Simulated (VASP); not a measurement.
# TiAl (P4/mmm) in VASP: notebook

The runs below take TiAl through single point, with PBEsol.

Program: VASP 6.6.1. These are calculated values, not measurements. Logs are shortened: lines on timing, memory, paths and dates and some standing lists are left out, and cuts for length are marked.

## Step 1: The cell of the first run

Symmetry: P4/mmm, No. 123, tetragonal system. The conventional cell has a = 3.028 Å, b = 3.028 Å, c = 3.246 Å, α = 90.00°, β = 90.00°, γ = 90.00°. Ti (site symmetry 4/mmm) has 8 Al at 2.69 Å and 6 Ti at 3.03 to 3.25 Å within 3.5 Å. Within 3.5 Å of Al (site symmetry 4/mmm) lie 8 Ti at 2.69 Å and 6 Al at 3.03 to 3.25 Å.

## Step 2: Single point, PBEsol (14.88 Å³/atom)

File INCAR:

```
PREC = Accurate ; ENCUT = 520
EDIFF = 1E-6 ; ISMEAR = 0
SIGMA = 0.15 ; LREAL = False
LASPH = True ; NELM = 100
ALGO = Fast ; ISIF = 2
LWAVE = False ; LCHARG = True
GGA = PS ; LELF = True
LVHAR = True ; NBANDS = 14
```

File KPOINTS:

```
Automatic mesh
0
Gamma
  16 16 16
```

File POSCAR:

```
TiAl
1.0
    3.0279315080      0.0000000000      0.0000000000
    0.0000000000      3.0279315080      0.0000000000
    0.0000000000      0.0000000000      3.2459425766
Ti Al
1 1
Direct
    0.0000000000      0.0000000000      0.0000000000
    0.5000000000      0.5000000000      0.5000000000
```

Potentials or basis: VASP PAW PBE potentials, release 64 (Ti_sv, Al).

On the command line:

```console
$ cat potpaw_PBE.64/Ti_sv/POTCAR potpaw_PBE.64/Al/POTCAR > POTCAR
$ mpirun -np 1 vasp_std > vasp.out
```

OUTCAR:

```text
PREC = Accurate
   ENCUT = 520
   EDIFF = 1E-6
   ISMEAR = 0
   LREAL = False
   LASPH = True
   NELM = 100
   ISIF = 2
   GGA = PS

 ion  position               nearest neighbor table
   1  0.000  0.000  0.000-   2 2.69   2 2.69   2 2.69   2 2.69   2 2.69   2 2.69   2 2.69   2 2.69

   2  0.500  0.500  0.500-   1 2.69   1 2.69   1 2.69   1 2.69   1 2.69   1 2.69   1 2.69   1 2.69

  LATTYP: Found a simple tetragonal cell.
 ALAT       =     3.0279315080
 C/A-ratio  =     1.0720000000

  Lattice vectors:

 A1 = (   3.0279315080,   0.0000000000,   0.0000000000)
 A2 = (   0.0000000000,   3.0279315080,   0.0000000000)
 A3 = (   0.0000000000,   0.0000000000,   3.2459425766)

Analysis of symmetry for initial positions (statically):
=====================================================================
 Subroutine PRICEL returns:
 Original cell was already a primitive cell.

 Routine SETGRP: Setting up the symmetry group for a
 simple tetragonal supercell.

 Subroutine GETGRP returns: Found 16 space group operations
 (whereof 16 operations were pure point group operations)
 out of a pool of 16 trial point group operations.

The static configuration has the point symmetry D_4h.

Analysis of symmetry for dynamics (positions and initial velocities):
=====================================================================
 Subroutine PRICEL returns:
 Original cell was already a primitive cell.

 Routine SETGRP: Setting up the symmetry group for a
 simple tetragonal supercell.

 Subroutine GETGRP returns: Found 16 space group operations
 (whereof 16 operations were pure point group operations)
 out of a pool of 16 trial point group operations.

The dynamic configuration has the point symmetry D_4h.

 Subroutine INISYM returns: Found 16 space group operations
 (whereof 16 operations are pure point group operations),
 and found     1 'primitive' translations

----------------------------------------------------------------------------------------

                                     Primitive cell

  volume of cell :      29.7600

  direct lattice vectors                    reciprocal lattice vectors
     3.027931508  0.000000000  0.000000000     0.330258461  0.000000000  0.000000000
     0.000000000  3.027931508  0.000000000     0.000000000  0.330258461  0.000000000
     0.000000000  0.000000000  3.245942577     0.000000000  0.000000000  0.308076923

  length of vectors
     3.027931508  3.027931508  3.245942577     0.330258461  0.330258461  0.308076923

  position of ions in fractional coordinates (direct lattice)
     0.000000000  0.000000000  0.000000000
     0.500000000  0.500000000  0.500000000

  ion indices of the primitive-cell ions
   primitive index   ion index
                 1           1
                 2           2

----------------------------------------------------------------------------------------

 KPOINTS: Automatic mesh

Automatic generation of k-mesh.
 Grid dimensions read from file:
 generate k-points for:   16   16   16

 Generating k-lattice:

  Cartesian coordinates                     Fractional coordinates (reciprocal lattice)
     0.020641154  0.000000000  0.000000000     0.062500000  0.000000000  0.000000000
     0.000000000  0.020641154  0.000000000     0.000000000  0.062500000  0.000000000
     0.000000000  0.000000000  0.019254808     0.000000000  0.000000000  0.062500000

  Length of vectors
     0.020641154  0.020641154  0.019254808

  Shift w.r.t. Gamma in fractional coordinates (k-lattice)
     0.000000000  0.000000000  0.000000000

 Subroutine IBZKPT returns following result:
 ===========================================

 Found    405 irreducible k-points:

 Following reciprocal coordinates:
            Coordinates               Weight
  0.000000  0.000000  0.000000      1.000000
  0.062500  0.000000  0.000000      4.000000
  0.125000  0.000000  0.000000      4.000000
  0.187500  0.000000  0.000000      4.000000
  0.250000  0.000000  0.000000      4.000000
  0.312500  0.000000  0.000000      4.000000
[... 16 lines left out ...]
  0.437500  0.125000  0.000000      8.000000
  0.500000  0.125000  0.000000      4.000000
 [... further k-points ...]
   k-points           NKPTS =    405   k-points in BZ     NKDIM =    405   number of bands    NBANDS=     14
   number of dos      NEDOS =    301   number of ions     NIONS =      2
   total plane-waves  NPLWV =  13824
   dimension x,y,z NGX =    24 NGY =   24 NGZ =   24
   dimension x,y,z NGXF=    48 NGYF=   48 NGZF=   48
   ions per type =               1   1
   NGX,Y,Z   is equivalent  to a cutoff of  13.18, 13.18, 12.29 a.u.
   NGXF,Y,Z  is equivalent  to a cutoff of  26.35, 26.35, 24.58 a.u.
 SYSTEM =  unknown system
   PREC   = accura    normal or accurate (medium, high low for compatibility)
   ISTART =      0    job   : 0-new  1-cont  2-samecut
   ICHARG =      2    charge: 1-file 2-atom 10-const
   ISPIN  =      1    spin polarized calculation?
   LNONCOLLINEAR =      F non collinear calculations
   LSORBIT =      F    spin-orbit coupling
   LASPH  =      T    aspherical Exc in radial PAW
   ENCUT  =  520.0 eV  38.22 Ry    6.18 a.u.   5.63  5.63  6.04*2*pi/ulx,y,z
   NELM   =    100;   NELMIN=  2; NELMDL= -5     # of ELM steps
   EDIFF  = 0.1E-05   stopping-criterion for ELM
   LREAL  =      F    real-space projection
   EDIFFG = 0.1E-04   stopping-criterion for IOM
   NSW    =      0    number of steps for IOM
   IBRION =     -1    ionic relax: 0-MD 1-quasi-New 2-CG
   NFREE  =      0    steps in history (QN), initial steepest desc. (CG)
   ISIF   =      2    stress and relaxation
   ISYM   =      2    0-nonsym 1-usesym 2-fastsym
   POTIM  = 0.5000    time-step for ionic-motion
   TEBEG  =    0.0;   TEEND  =   0.0 temperature during run
   PSTRESS=    0.0 pullay stress
   NELECT =      15.0000    total number of electrons
   NUPDOWN=      -1.0000    fix difference up-down
   EMIN   =  10.00;   EMAX   =-10.00  energy-range for DOS
   EFERMI =   0.00;   METHOD = LEGACY
   ISMEAR =     0;   SIGMA  =   0.15  broadening in eV -4-tet -1-fermi 0-gaus
   EFERMI_NEDOS =   21; number of points for ismear=-14 and -15
   IALGO  =     68    algorithm
   IMIX   =      4    mixing-type and parameters
     AMIX     =   0.40;   BMIX     =  1.00
     AMIX_MAG =   1.60;   BMIX_MAG =  1.00
  volume/ion in A,a.u.               =      14.88       100.42
  Fermi-wavevector in a.u.,A,eV,Ry     =   1.302850  2.462029 23.094760  1.697417
  Thomas-Fermi vector in A             =   2.433890
   LORBIT       =      0    0 simple, 1 ext, 2 COOP (PROOUT), +10 PAW based schemes
   GGA     = PS    functional components
   LHFCALC =     F    Hartree Fock is set to
   AEXX    =    0.0000 exact exchange contribution
   IVDW    =     0    specifies the selected vdW correction
   LEPSILON=     F    determine dielectric tensor
   LRPA    =     F    only Hartree local field effects (RPA)
 non-spin polarized calculation
 RMM-DIIS sequential band-by-band and
 Gauss-broadening in eV      SIGMA  =   0.15
  energy-cutoff  :      520.00
  volume of cell :       29.76
 maximum number of plane-waves:       836
 NGX is ok and might be reduce to    24
   NGX = 11   NGY = 11   NGZ = 13

 number of electron      15.0000003 magnetization

 Free energy of the ion-electron system (eV)
  ---------------------------------------------------
  ext. energy  EPLUGINS =         0.00000000
  ---------------------------------------------------
  free energy    TOTEN  =       -12.96595790 eV

  energy without entropy =      -12.93918896  energy(sigma->0) =      -12.95257343

 E-fermi :   9.4612     XC(G=0): -11.5252

 val. band max:        9.4592820478   @ k =   0.4375   0.3750   0.2500
 cond. band min:       9.4620720288   @ k =   0.1250   0.0625   0.4375
 fundamental gap:      0.0027899811
 Fermi energy:         9.4612376005

 k-point     1 :       0.0000    0.0000    0.0000
  band No.  band energies     occupation
      1     -46.9924      2.00000
      2     -23.3529      2.00000
      3     -23.2481      2.00000
      4     -23.2481      2.00000
      5      -0.0940      2.00000
      6       7.7688      2.00000
      7       7.9782      2.00000
      8      11.3789      0.00000
      9      11.3789      0.00000
     10      11.7382      0.00000
     11      13.0473      0.00000
     12      14.9914      0.00000
     13      14.9914      0.00000
     14      18.7404      0.00000

 k-point     2 :       0.0625    0.0000    0.0000
  band No.  band energies     occupation
      1     -46.9913      2.00000
      2     -23.3519      2.00000
      3     -23.2590      2.00000
      4     -23.2472      2.00000
      5      -0.0242      2.00000
      6       7.7927      2.00000
      7       7.9755      2.00000
      8      11.1728      0.00000
      9      11.3890      0.00000
     10      11.6278      0.00000
     11      13.2956      0.00000
     12      14.6325      0.00000
     13      15.1439      0.00000
     14      18.7046      0.00000

 k-point     3 :       0.1250    0.0000    0.0000
  band No.  band energies     occupation
      1     -46.9883      2.00000
      2     -23.3489      2.00000
      3     -23.2900      2.00000
      4     -23.2445      2.00000
      5       0.1834      2.00000
      6       7.8063      2.00000
      7       7.9930      2.00000
      8      10.7509      0.00000
      9      11.3521      0.00000
     10      11.4182      0.00000
     11      13.8463      0.00000
     12      13.8996      0.00000
     13      15.5485      0.00000
     14      18.3678      0.00000
[... 324 lines left out ...]
 k-point    23 :       0.4375    0.1250    0.0000
  band No.  band energies     occupation
      1     -46.9614      2.00000
      2     -23.5124      2.00000
      3     -23.3223      2.00000
      4     -23.2634      2.00000
      5       3.1948      2.00000
      6       5.0285      2.00000
      7       8.9560      2.00000
      8       9.2544      1.94883
      9       9.6671      0.05227
     10      11.2911      0.00000
     11      13.0429      0.00000
     12      16.3152      0.00000
     13      17.9206      0.00000
     14      18.0875      0.00000

 k-point    24 :       0.5000    0.1250    0.0000
  band No.  band energies     occupation
      1     -46.9603      2.00000
      2     -23.5228      2.00000
      3     -23.3212      2.00000
      4     -23.2623      2.00000
      5       3.7467      2.00000
      6       4.4323      2.00000
      7       9.0593      1.99985
      8       9.2044      1.98455
      9       9.5713      0.29962
     10      11.3056      0.00000
     11      13.1003      0.00000
     12      16.2734      0.00000
     13      18.4269      0.00000
     14      18.8363      0.00000

 [... further k-points ...]

------------------------ aborting loop because EDIFF is reached ----------------------------------------

  FORCE on cell =-STRESS in cart. coord.  units (eV):
  Direction    XX          YY          ZZ          XY          YZ          ZX
  --------------------------------------------------------------------------------------
  -------------------------------------------------------------------------------------
  Total        1.0086834      1.0086834      2.0468346      0.0000000      0.0000000      0.0000000
  in kB       54.3040900     54.3040900    110.1946241      0.0000000      0.0000000      0.0000000
  external PRESSURE =      72.9342681 kB  Pullay stress =       0.0000000 kB

 VOLUME and BASIS-vectors are now :
 -----------------------------------------------------------------------------
  energy-cutoff  :      520.00
  volume of cell :       29.76
      direct lattice vectors                 reciprocal lattice vectors
     3.027931508  0.000000000  0.000000000     0.330258461  0.000000000  0.000000000
     0.000000000  3.027931508  0.000000000     0.000000000  0.330258461  0.000000000
     0.000000000  0.000000000  3.245942577     0.000000000  0.000000000  0.308076923

 POSITION                                       TOTAL-FORCE (eV/Angst)
 -----------------------------------------------------------------------------------
      0.00000      0.00000      0.00000         0.000000      0.000000      0.000000
      1.51397      1.51397      1.62297         0.000000      0.000000      0.000000
 -----------------------------------------------------------------------------------
    total drift:                                0.000000      0.000000      0.000000

  FREE ENERGIE OF THE ION-ELECTRON SYSTEM (eV)
  ---------------------------------------------------
  free  energy   TOTEN  =       -12.9659579001 eV

  energy  without entropy=      -12.9391889604  energy(sigma->0) =      -12.95257343
```

Run time: 69 s. Hardware: 1 thread of Intel Xeon 6975P-C (Granite Rapids), shared host; peak memory 0.28 GiB.

What came out:

| Item | Value |
| --- | --- |
| Free energy | -12.9660 eV |
| Pressure | 7.3 GPa |
| Band gap on the k mesh | zero (an odd number of electrons rules out a gap without spin polarisation) |

Stress tensor (GPa, compression positive):
```
 5.43  0.00  0.00
 0.00  5.43  0.00
 0.00  0.00 11.02
```

Levels at points of the mesh, in eV from the Fermi level:
```tsv
k point	band 5	band 6	band 7	band 8	band 9	band 10	band 11	band 12
(0.00, 0.00, 0.00)	-9.56	-1.69	-1.48	1.92	1.92	2.28	3.59	5.53
(0.50, 0.00, 0.00)	-5.82	-5.32	-0.54	-0.35	0.50	2.20	3.68	6.55
(0.50, 0.50, 0.00)	-4.88	-1.80	-1.80	-1.42	0.40	0.40	3.33	5.57
(0.00, 0.00, 0.50)	-6.51	-5.46	-0.70	0.47	0.47	2.43	2.81	6.74
(0.50, 0.00, 0.50)	-5.31	-2.37	-1.95	-1.56	0.91	1.06	2.90	5.12
(0.50, 0.50, 0.50)	-3.28	-3.27	-3.27	1.20	2.96	2.97	3.32	3.32
```

Caveat: the cell stands under pressure; the PAW data sets were made with another functional, which shifts forces and pressure a little.

## Step 3: Single point, PBEsol (16.56 Å³/atom)

This run uses another cell than the first one, of 16.56 Å³/atom.

File INCAR:

```
SYSTEM = TiAl
  ALGO = Fast
  EDIFF = 1E-6
  ENCUT = 520
  GGA = PS
  ISIF = 2
  ISMEAR = 0
  LASPH = .True.
  LCHARG = .False.
  LREAL = .False.
  LWAVE = .False.
  NBANDS = 14
  NELM = 100
  PREC = Accurate
  SIGMA = 0.15
```

File KPOINTS:

```
k-points
0
Gamma
  16 16 16
  0 0 0
```

File POSCAR:

```
TiAl
1.0
    3.2865559925      0.0000000000      0.0000000000
    0.0000000000      3.2865559925      0.0000000000
    0.0000000000      0.0000000000      3.0656994298
Ti Al
1 1
Direct
    0.0000000000      0.0000000000      0.0000000000
    0.5000000000      0.5000000000      0.5000000000
```

Potentials or basis: VASP PAW PBE potentials, release 64 (Ti_sv, Al).

On the command line:

```console
$ cat potpaw_PBE.64/Ti_sv/POTCAR potpaw_PBE.64/Al/POTCAR > POTCAR
$ mpirun -np 1 vasp_std > vasp.out
```

It took 4.1 min on 1 thread of Intel Xeon 8259CL, shared host; peak memory 0.3 GiB.

The run converged. Its results:

| Item | Value |
| --- | --- |
| Free energy | -12.9633 eV |
| Pressure | -5.3 GPa |
| Band gap on the k mesh | zero (an odd number of electrons rules out a gap without spin polarisation) |

Stress tensor (GPa, compression positive):
```
-4.68  0.00  0.00
 0.00 -4.68  0.00
 0.00  0.00 -6.42
```

Levels at points of the mesh, in eV from the Fermi level:
```
           k point  band 6  band 7  band 8  band 9  band 10  band 11
(0.00, 0.00, 0.00)   -1.42   -1.27    1.53    1.89     1.89     3.70
(0.50, 0.00, 0.00)   -5.12   -0.56   -0.12    0.67     2.05     2.67
(0.50, 0.50, 0.00)   -2.26   -2.26   -1.52    1.07     1.07     2.49
(0.00, 0.00, 0.50)   -4.94   -0.36   -0.06   -0.06     1.81     3.41
(0.50, 0.00, 0.50)   -2.11   -1.72   -1.33    0.47     0.62     2.71
(0.50, 0.50, 0.50)   -2.95   -2.95    0.56    2.58     2.79     2.79
```

Caveat: the cell stands under tension; the PAW data sets were made with another functional, which shifts forces and pressure a little.

[end of part 1 of 2]
